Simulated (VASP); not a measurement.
# Au (P-3m1) in VASP: notebook

Au is run at these levels: PBE; tasks: single point.

Program: VASP 6.6.1. These are calculated values, not measurements. Logs are shortened: lines on timing, memory, paths and dates and some standing lists are left out, and cuts for length are marked.

## 1. The cell of the first run

The structure is trigonal, space group P-3m1 (No. 164). The conventional cell has a = 2.893 Å, b = 2.893 Å, c = 14.922 Å, α = 90.00°, β = 90.00°, γ = 120.00°. Au (site symmetry 3m) has 12 Au at 2.89 to 3.53 Å within 3.8 Å. Within 3.8 Å of Au (site symmetry 3m) lie 12 Au at 2.89 Å. Au (site symmetry 3m) has 12 Au at 2.89 Å within 3.8 Å.

## 2. Single point, PBE (the distance across one plane changed)

Input file INCAR:

```
PREC = Accurate ; ENCUT = 520
EDIFF = 1E-6 ; ISMEAR = 0
SIGMA = 0.15 ; LREAL = F
LASPH = T ; NELM = 100
ALGO = Fast ; ISIF = 2
LWAVE = F ; LCHARG = F
GGA = PE ; NBANDS = 42
```

Input file KPOINTS:

```
regular mesh
0
Gamma
  18 18 4
```

Input file POSCAR:

```
Au
1.0
    2.0455000000     -2.0455000000      0.0000000000
    2.0455000000      0.0000000000     -2.0455000000
    8.6150127019      8.6150127019      8.6150127019
Au
6
Direct
    0.6666666667      0.6666666667      0.0791289567
    0.0000000000      0.0000000000      0.8705768128
    0.3333333333      0.3333333333      0.2374185279
    0.6666666667      0.6666666667      0.5539976703
    0.0000000000      0.0000000000      0.3957080991
    0.3333333333      0.3333333333      0.7122872415
```

Potentials or basis: VASP PAW PBE potentials, release 64 (Au).

Run with:

```bash
$ cat potpaw_PBE.64/Au/POTCAR > POTCAR
$ mpirun -np 1 vasp_std > vasp.out
```

OUTCAR:

```text
PREC = Accurate
   ENCUT = 520
   EDIFF = 1E-6
   ISMEAR = 0
   LREAL = F
   LASPH = T
   NELM = 100
   ISIF = 2
   GGA = PE

 ion  position               nearest neighbor table
   1  0.667  0.667  0.079-   3 2.89   3 2.89   3 2.89   2 3.53   2 3.53   2 3.53
   2  0.000  0.000  0.871-   6 2.89   6 2.89   6 2.89   1 3.53   1 3.53   1 3.53
   3  0.333  0.333  0.237-   1 2.89   1 2.89   5 2.89   5 2.89   5 2.89   1 2.89
   4  0.667  0.667  0.554-   6 2.89   6 2.89   5 2.89   5 2.89   5 2.89   6 2.89
   5  0.000  0.000  0.396-   3 2.89   4 2.89   4 2.89   4 2.89   3 2.89   3 2.89
   6  0.333  0.333  0.712-   4 2.89   4 2.89   4 2.89   2 2.89   2 2.89   2 2.89

  LATTYP: Found a hexagonal cell.
 ALAT       =     2.8927738418
 C/A-ratio  =     5.1582462105

  Lattice vectors:

 A1 = (  -2.0455000000,   0.0000000000,   2.0455000000)
 A2 = (   2.0455000000,  -2.0455000000,   0.0000000000)
 A3 = (   8.6150127019,   8.6150127019,   8.6150127019)

Analysis of symmetry for initial positions (statically):
=====================================================================
 Subroutine PRICEL returns:
 Original cell was already a primitive cell.

 Routine SETGRP: Setting up the symmetry group for a
 hexagonal supercell.

 Subroutine GETGRP returns: Found 12 space group operations
 (whereof  6 operations were pure point group operations)
 out of a pool of 24 trial point group operations.

The static configuration has the point symmetry C_3v.
 The point group associated with its full space group is D_3d.

Analysis of symmetry for dynamics (positions and initial velocities):
=====================================================================
 Subroutine PRICEL returns:
 Original cell was already a primitive cell.

 Routine SETGRP: Setting up the symmetry group for a
 hexagonal supercell.

 Subroutine GETGRP returns: Found 12 space group operations
 (whereof  6 operations were pure point group operations)
 out of a pool of 24 trial point group operations.

The dynamic configuration has the point symmetry C_3v.
 The point group associated with its full space group is D_3d.

 Subroutine INISYM returns: Found 12 space group operations
 (whereof  6 operations are pure point group operations),
 and found     1 'primitive' translations

----------------------------------------------------------------------------------------

                                     Primitive cell

  volume of cell :     108.1375

  direct lattice vectors                    reciprocal lattice vectors
     2.045500000 -2.045500000  0.000000000     0.162959342 -0.325918683  0.162959342
     2.045500000  0.000000000 -2.045500000     0.162959342  0.162959342 -0.325918683
     8.615012702  8.615012702  8.615012702     0.038692146  0.038692146  0.038692146

  length of vectors
     2.892773842  2.892773842 14.921639708     0.399167236  0.399167236  0.067016764

  position of ions in fractional coordinates (direct lattice)
     0.666666667  0.666666667  0.079128957
     0.000000000  0.000000000  0.870576813
     0.333333333  0.333333333  0.237418528
     0.666666667  0.666666667  0.553997670
     0.000000000  0.000000000  0.395708099
     0.333333333  0.333333333  0.712287242

  ion indices of the primitive-cell ions
   primitive index   ion index
                 1           1
                 2           2
                 3           3
                 4           4
                 5           5
                 6           6

----------------------------------------------------------------------------------------

 KPOINTS: regular mesh

Automatic generation of k-mesh.
 Grid dimensions read from file:
 generate k-points for:   18   18    4

 Generating k-lattice:

  Cartesian coordinates                     Fractional coordinates (reciprocal lattice)
     0.009053297 -0.018106594  0.009053297     0.055555556  0.000000000  0.000000000
     0.009053297  0.009053297 -0.018106594     0.000000000  0.055555556  0.000000000
     0.009673037  0.009673037  0.009673037     0.000000000  0.000000000  0.250000000

  Length of vectors
     0.022175958  0.022175958  0.016754191

  Shift w.r.t. Gamma in fractional coordinates (k-lattice)
     0.000000000  0.000000000  0.000000000

 Subroutine IBZKPT returns following result:
 ===========================================

 Found    138 irreducible k-points:

 Following reciprocal coordinates:
            Coordinates               Weight
  0.000000  0.000000  0.000000      1.000000
  0.055556  0.000000  0.000000      6.000000
  0.111111  0.000000  0.000000      6.000000
  0.166667  0.000000  0.000000      6.000000
  0.222222  0.000000  0.000000      6.000000
  0.277778  0.000000  0.000000      6.000000
[... 16 lines left out ...]
  0.444444  0.111111 -0.000000     12.000000
  0.500000  0.111111 -0.000000     12.000000
 [... further k-points ...]
   k-points           NKPTS =    138   k-points in BZ     NKDIM =    138   number of bands    NBANDS=     42
[... 28 lines left out ...]
   NELECT =      66.0000    total number of electrons
   NUPDOWN=      -1.0000    fix difference up-down
   EMIN   =  10.00;   EMAX   =-10.00  energy-range for DOS
   EFERMI =   0.00;   METHOD = LEGACY
   ISMEAR =     0;   SIGMA  =   0.15  broadening in eV -4-tet -1-fermi 0-gaus
   EFERMI_NEDOS =   21; number of points for ismear=-14 and -15
   IALGO  =     68    algorithm
   IMIX   =      4    mixing-type and parameters
     AMIX     =   0.40;   BMIX     =  1.00
     AMIX_MAG =   1.60;   BMIX_MAG =  1.00
  volume/ion in A,a.u.               =      18.02       121.62
  Fermi-wavevector in a.u.,A,eV,Ry     =   1.388665  2.624196 26.237338  1.928390
  Thomas-Fermi vector in A             =   2.512769
   LORBIT       =      0    0 simple, 1 ext, 2 COOP (PROOUT), +10 PAW based schemes
   GGA     = PE    functional components
   LHFCALC =     F    Hartree Fock is set to
   AEXX    =    0.0000 exact exchange contribution
   IVDW    =     0    specifies the selected vdW correction
   LEPSILON=     F    determine dielectric tensor
   LRPA    =     F    only Hartree local field effects (RPA)
 non-spin polarized calculation
 RMM-DIIS sequential band-by-band and
 Gauss-broadening in eV      SIGMA  =   0.15
  energy-cutoff  :      520.00
  volume of cell :      108.14
 maximum number of plane-waves:      2984
 NGX is ok and might be reduce to    24
   NGX = 11   NGY = 11   NGZ = 55

 number of electron      66.0000011 magnetization

 Free energy of the ion-electron system (eV)
  ---------------------------------------------------
  ext. energy  EPLUGINS =         0.00000000
  ---------------------------------------------------
  free energy    TOTEN  =       -18.97877976 eV

  energy without entropy =      -18.95723737  energy(sigma->0) =      -18.96800856

 E-fermi :   8.5985     XC(G=0): -12.3430

 val. band max:        8.5941064485   @ k =   0.3333   0.3889   0.2500
 cond. band min:       8.5999887630   @ k =   0.3333   0.5000   0.2500
 fundamental gap:      0.0058823145
 Fermi energy:         8.5985456377

 k-point     1 :       0.0000    0.0000    0.0000
  band No.  band energies     occupation
      1      -0.9890      2.00000
      2      -0.2967      2.00000
      3       0.3046      2.00000
      4       1.2332      2.00000
      5       1.3851      2.00000
      6       1.5160      2.00000
[... 34 lines left out ...]
     41      22.0649      0.00000
     42      22.8028      0.00000

 k-point     2 :       0.0556    0.0000    0.0000
  band No.  band energies     occupation
      1      -0.8940      2.00000
      2      -0.2045      2.00000
      3       0.3968      2.00000
      4       1.3212      2.00000
      5       1.4736      2.00000
      6       1.6001      2.00000
[... 34 lines left out ...]
     41      22.1228      0.00000
     42      22.8830      0.00000

 k-point     3 :       0.1111    0.0000    0.0000
  band No.  band energies     occupation
      1      -0.6153      2.00000
      2       0.0629      2.00000
      3       0.6624      2.00000
      4       1.5697      2.00000
      5       1.7262      2.00000
      6       1.8396      2.00000
[... 897 lines left out ...]
      4       2.2975      2.00000
      5       2.3628      2.00000
      6       2.6033      2.00000
[... 34 lines left out ...]
     41      15.6223      0.00000
     42      16.3416      0.00000

 k-point    24 :       0.5000    0.1111   -0.0000
  band No.  band energies     occupation
      1       1.7396      2.00000
      2       1.9417      2.00000
      3       2.1787      2.00000
      4       2.2246      2.00000
      5       2.2862      2.00000
      6       2.5537      2.00000
[... 34 lines left out ...]
     41      14.6242      0.00000
     42      16.2486      0.00000

 [... further k-points ...]

------------------------ aborting loop because EDIFF is reached ----------------------------------------

  FORCE on cell =-STRESS in cart. coord.  units (eV):
  Direction    XX          YY          ZZ          XY          YZ          ZX
  --------------------------------------------------------------------------------------
  -------------------------------------------------------------------------------------
  Total        2.4878347      2.4878347      2.4878347     -0.0069126     -0.0069126     -0.0069126
  in kB       36.8600532     36.8600532     36.8600532     -0.1024179     -0.1024179     -0.1024179
  external PRESSURE =      36.8600532 kB  Pullay stress =       0.0000000 kB

 VOLUME and BASIS-vectors are now :
 -----------------------------------------------------------------------------
  energy-cutoff  :      520.00
  volume of cell :      108.14
      direct lattice vectors                 reciprocal lattice vectors
     2.045500000 -2.045500000  0.000000000     0.162959342 -0.325918683  0.162959342
     2.045500000  0.000000000 -2.045500000     0.162959342  0.162959342 -0.325918683
     8.615012702  8.615012702  8.615012702     0.038692146  0.038692146  0.038692146

 POSITION                                       TOTAL-FORCE (eV/Angst)
 -----------------------------------------------------------------------------------
      3.40903     -0.68197     -0.68197        -0.460734     -0.460734     -0.460734
      7.50003      7.50003      7.50003         0.460734      0.460734      0.460734
      3.40903      1.36353      1.36353         0.033875      0.033875      0.033875
      7.50003      3.40903      3.40903         0.001673      0.001673      0.001673
      3.40903      3.40903      3.40903        -0.001673     -0.001673     -0.001673
      7.50003      5.45453      5.45453        -0.033875     -0.033875     -0.033875
 -----------------------------------------------------------------------------------
    total drift:                                0.000002      0.000002      0.000002

  FREE ENERGIE OF THE ION-ELECTRON SYSTEM (eV)
  ---------------------------------------------------
  free  energy   TOTEN  =       -18.9787797646 eV

  energy  without entropy=      -18.9572373652  energy(sigma->0) =      -18.96800856
```

Wall time 10 min (1 thread of Oxide Virtual Turin-like, shared host); peak memory 0.52 GiB.

Results:

* Free energy: -18.9788 eV
* Pressure: 3.7 GPa
* Largest force: 0.798 eV/Å
* Band gap on the k mesh: zero (bands 33 and 34 overlap by 4.94 eV)

Forces in eV/Å, atoms in the order of the input:
```
Au  -0.461 -0.461 -0.461
Au   0.461  0.461  0.461
Au   0.034  0.034  0.034
Au   0.002  0.002  0.002
Au  -0.002 -0.002 -0.002
Au  -0.034 -0.034 -0.034
```

Caveat: the cell differs from its parent crystal (the distance across one plane changed); the cell stands under pressure; spin-orbit coupling is left out, which moves the levels of the heavy elements.

## 3. Single point, PBE (the distance across one plane changed)

Input file INCAR:

```
SYSTEM = Au
PREC = Accurate ; ENCUT = 520
EDIFF = 1E-6 ; ISMEAR = 0
SIGMA = 0.15 ; LREAL = .False.
LASPH = .True. ; NELM = 80
ALGO = Fast ; ISIF = 2
LWAVE = .False. ; LCHARG = .False.
GGA = PE ; NBANDS = 42
```

Input file KPOINTS:

```
Automatic mesh
0
Gamma
  18 18 4
  0 0 0
```

Input file POSCAR:

```
Au
1.0
    2.0455000000     -2.0455000000      0.0000000000
    2.0455000000      0.0000000000     -2.0455000000
    8.7593502692      8.7593502692      8.7593502692
Au
6
Direct
    0.6666666667      0.6666666667      0.0778250607
    0.0000000000      0.0000000000      0.8562313493
    0.3333333333      0.3333333333      0.2335063184
    0.6666666667      0.6666666667      0.5448688339
    0.0000000000      0.0000000000      0.3891875762
    0.3333333333      0.3333333333      0.7005500916
```

Potentials or basis: VASP PAW PBE potentials, release 64 (Au).

Run with:

```bash
$ cat potpaw_PBE.64/Au/POTCAR > POTCAR
$ mpirun -np 1 vasp_std > vasp.out
```

It took 15 min on 1 thread of Oxide Virtual Turin-like, shared host; peak memory 0.53 GiB.

The run converged. Its results:

- Free energy: -18.8831 eV
- Pressure: 3.5 GPa
- Largest force: 0.713 eV/Å
- Band gap on the k mesh: zero (bands 33 and 34 overlap by 4.92 eV)

Forces in eV/Å, atoms in the order of the input:
```
Au  -0.412 -0.412 -0.412
Au   0.412  0.412  0.412
Au   0.043  0.043  0.043
Au   0.002  0.002  0.002
Au  -0.002 -0.002 -0.002
Au  -0.043 -0.043 -0.043
```

Stress tensor (GPa, compression positive):
```
3.51 0.24 0.24
0.24 3.51 0.24
0.24 0.24 3.51
```

Levels at points of the mesh, in eV from the Fermi level:
| k point | band 32 | band 33 | band 34 | band 35 | band 36 | band 37 |
| --- | --- | --- | --- | --- | --- | --- |
| (0.00, 0.00, 0.00) | -2.19 | -2.19 | -1.96 | -1.96 | -0.86 | 1.26 |
| (0.50, 0.00, 0.00) | 0.62 | 0.90 | 1.15 | 1.32 | 1.33 | 3.13 |
| (0.00, 0.00, 0.50) | -2.14 | -2.14 | -1.99 | -1.99 | -1.90 | 2.12 |
| (0.50, 0.00, 0.50) | 0.31 | 1.06 | 1.13 | 1.30 | 1.34 | 3.28 |

Caveat: the cell differs from its parent crystal (the distance across one plane changed); the cell stands under pressure; spin-orbit coupling is left out, which moves the levels of the heavy elements.

## 4. Single point, PBE (the distance across one plane changed)

Input file INCAR:

```
SYSTEM = Au
  ALGO = Fast
  EDIFF = 1E-6
  ENCUT = 520
  GGA = PE
  ISIF = 2
  ISMEAR = 0
  LASPH = .TRUE.
  LCHARG = .TRUE.
  LELF = .TRUE.
  LREAL = .FALSE.
  LVHAR = .TRUE.
  LWAVE = .FALSE.
  NBANDS = 42
  NELM = 80
  PREC = Accurate
  SIGMA = 0.15
```

Input file KPOINTS:

```
k-points
0
G
  18 18 4
  0 0 0
```

Input file POSCAR:

```
Au
1.0
    2.0455000000     -2.0455000000      0.0000000000
    2.0455000000      0.0000000000     -2.0455000000
    9.0480254038      9.0480254038      9.0480254038
Au
6
Direct
    0.6666666667      0.6666666667      0.0753420704
    0.0000000000      0.0000000000      0.8289134883
    0.3333333333      0.3333333333      0.2260563540
    0.6666666667      0.6666666667      0.5274849211
    0.0000000000      0.0000000000      0.3767706376
    0.3333333333      0.3333333333      0.6781992047
```

Run with:

```bash
$ cat potpaw_PBE.64/Au/POTCAR > POTCAR
$ mpirun -np 1 vasp_std > vasp.out
```

It took 8.2 min on 1 thread of Oxide Virtual Turin-like, shared host; peak memory 0.54 GiB.

Results (log left out):

| Property | Result |
| --- | --- |
| Free energy | -18.7588 eV |
| Pressure | 3.4 GPa |
| Largest force | 0.566 eV/Å |
| Band gap on the k mesh | zero (bands 33 and 34 overlap by 4.90 eV) |

Forces in eV/Å, atoms in the order of the input:
```
Au  -0.327 -0.327 -0.327
Au   0.327  0.327  0.327
Au   0.056  0.056  0.056
Au   0.004  0.004  0.004
Au  -0.004 -0.004 -0.004
Au  -0.056 -0.056 -0.056
```

Stress tensor (GPa, compression positive):
```
3.40 0.54 0.54
0.54 3.40 0.54
0.54 0.54 3.40
```

Levels at points of the mesh, in eV from the Fermi level:
```csv
k point,band 30,band 31,band 32,band 33,band 34,band 35,band 36,band 37,band 38,band 39
"(0.00, 0.00, 0.00)",-2.49,-2.49,-2.14,-2.14,-1.95,-1.95,-0.70,0.52,5.37,6.82
"(0.50, 0.00, 0.00)",-1.49,-0.40,0.58,0.96,1.15,1.37,1.38,3.23,3.86,4.05
"(0.00, 0.00, 0.50)",-2.50,-2.50,-2.12,-2.12,-1.96,-1.96,-1.59,1.28,4.41,8.44
"(0.50, 0.00, 0.50)",-1.49,-0.26,0.42,1.04,1.14,1.35,1.39,3.36,3.45,4.58
```

Caveat: the cell differs from its parent crystal (the distance across one plane changed); the cell stands under pressure; spin-orbit coupling is left out, which moves the levels of the heavy elements.

## 5. Single point, PBE (the distance across one plane changed)

Input file INCAR:

```
ALGO = Fast
EDIFF = 1E-7
ENCUT = 520
GGA = PE
ISIF = 2
ISMEAR = 0
LASPH = T
LCHARG = F
LREAL = F
LWAVE = F
NBANDS = 42
NELM = 100
PREC = Accurate
SIGMA = 0.15
```

Input file KPOINTS:

```
k-points
0
Gamma
  18 18 4
```

Input file POSCAR:

```
Au
1.0
    2.0455000000     -2.0455000000      0.0000000000
    2.0455000000      0.0000000000     -2.0455000000
    9.3367005384      9.3367005384      9.3367005384
Au
6
Direct
    0.6666666667      0.6666666667      0.0730126198
    0.0000000000      0.0000000000      0.8032848723
    0.3333333333      0.3333333333      0.2190670703
    0.6666666667      0.6666666667      0.5111759713
    0.0000000000      0.0000000000      0.3651215208
    0.3333333333      0.3333333333      0.6572304218
```

Run with:

```bash
$ cat potpaw_PBE.64/Au/POTCAR > POTCAR
$ mpirun -np 1 vasp_std > vasp.out
```

Run time: 12 min. Hardware: 1 thread of Oxide Virtual Turin-like, shared host; peak memory 0.55 GiB.

Results (log left out):

| Item | Value |
| --- | --- |
| Free energy | -18.6972 eV |
| Pressure | 3.4 GPa |
| Largest force | 0.481 eV/Å |
| Band gap on the k mesh | zero (bands 33 and 34 overlap by 4.85 eV) |

Forces on the atoms (eV/Å):
```
Au  -0.278 -0.278 -0.278
Au   0.278  0.278  0.278
Au   0.064  0.064  0.064
Au   0.004  0.004  0.004
Au  -0.004 -0.004 -0.004
Au  -0.064 -0.064 -0.064
```

Stress tensor (GPa, compression positive):
```
3.40 0.70 0.70
0.70 3.40 0.70
0.70 0.70 3.40
```

Levels at points of the mesh, in eV from the Fermi level:
| k point | band 30 | band 31 | band 32 | band 33 | band 34 | band 35 | band 36 | band 37 | band 38 | band 39 |
| --- | --- | --- | --- | --- | --- | --- | --- | --- | --- | --- |
| (0.00, 0.00, 0.00) | -2.49 | -2.49 | -2.12 | -2.12 | -1.95 | -1.95 | -0.53 | 0.03 | 5.13 | 6.43 |
| (0.50, 0.00, 0.00) | -1.48 | -0.36 | 0.55 | 0.99 | 1.15 | 1.39 | 1.40 | 3.28 | 3.95 | 3.96 |
| (0.00, 0.00, 0.50) | -2.49 | -2.49 | -2.12 | -2.12 | -1.95 | -1.95 | -1.32 | 0.75 | 4.32 | 8.09 |
| (0.50, 0.00, 0.50) | -1.48 | -0.29 | 0.47 | 1.03 | 1.15 | 1.38 | 1.41 | 3.35 | 3.58 | 4.40 |

Caveat: the cell differs from its parent crystal (the distance across one plane changed); the cell stands under pressure; spin-orbit coupling is left out, which moves the levels of the heavy elements.

## 6. Overview

```tsv
cell	further INCAR settings	gap on the mesh (eV)	pressure (GPa)	largest force (eV/Å)
a = 2.893, b = 2.893, c = 14.922 Å, angles 90.0, 90.0, 60.0°, 6 atoms	ALGO = Fast; EDIFF = 1e-06; NBANDS = 42	none	3.7	0.80
a = 2.893, b = 2.893, c = 15.172 Å, angles 90.0, 90.0, 60.0°, 6 atoms	ALGO = Fast; EDIFF = 1e-06; NBANDS = 42	none	3.5	0.71
a = 2.893, b = 2.893, c = 15.672 Å, angles 90.0, 90.0, 60.0°, 6 atoms	ALGO = Fast; EDIFF = 1e-06; NBANDS = 42	none	3.4	0.57
a = 2.893, b = 2.893, c = 16.172 Å, angles 90.0, 90.0, 60.0°, 6 atoms	ALGO = Fast; EDIFF = 1e-07; NBANDS = 42	none	3.4	0.48
```

Alike in all rows: task single point; level PBE; potentials or basis VASP PAW PBE potentials, release 64 (Au); no spin polarisation; k mesh 18 × 18 × 4; cutoff (eV) 520; smearing gaussian 0.15 eV.

Caveats: the cell stands under pressure; spin-orbit coupling is left out, which moves the levels of the heavy elements.

Total energies depend on the potentials used, so only differences within one code and one set of settings carry meaning.

The gap in the log of VASP goes by the Fermi energy; the results here count the filled bands.